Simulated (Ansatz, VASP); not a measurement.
## SnO2 in VASP and in Ansatz

```
CELL_PARAMETERS angstrom
4.73735 0.02369 0.02369
0.02369 4.73735 0.02369
0.01593 0.01593 3.18640
ATOMIC_POSITIONS crystal
Sn 0.00000 0.00000 0.00000
Sn 0.50000 0.50000 0.50000
O 0.30562 0.30562 0.00000
O 0.19438 0.80562 0.50000
O 0.69438 0.69438 0.00000
O 0.80562 0.19438 0.50000
```

Change from the starting cell: equal xy, yz and zx shear strains of +1 %, PAW files.

Alike in both runs: task electric field gradients; functional LDA; k mesh 4 × 4 × 6; occupations fermi-dirac, width 0.03 eV; no spin polarisation.

|  | VASP | Ansatz |
| --- | --- | --- |
| version | VASP 6.6.1 | Ansatz 0.2.0 |
| potentials or method | VASP PAW LDA potentials, release 64 (Sn_d, O) | PAW with Ansatz's default frozen-core files, scalar-relativistic |
| plane-wave cutoff (eV) | 520 | 420 |
| valence electrons in the cell | 52 | 52 |

|  | VASP | Ansatz | Ansatz less VASP |
| --- | --- | --- | --- |
| gap on the k mesh at the Fermi level (eV) | 1.14 | 1.11 | -0.035 |
| pressure (GPa) | 0.1 | -1.0 | -1.05 |
| traceless stress, the component that is largest in VASP (GPa) | -2.05 | -2.04 | +0.017 |
| rms of the force components (eV/Å) | 0.047 | 0.050 | +0.0038 |
| size of Vzz on the site where it differs most (V/Å²) | 57.7 | 53.2 | -4.49 |

LDA's correlation is that of Perdew and Zunger in VASP and of Perdew and Wang (1992) in Ansatz. Atom by atom the forces differ by 0.010 eV/Å (rms over components). One of these differences is far larger than is usual between the two programs; its cause wasn't traced.
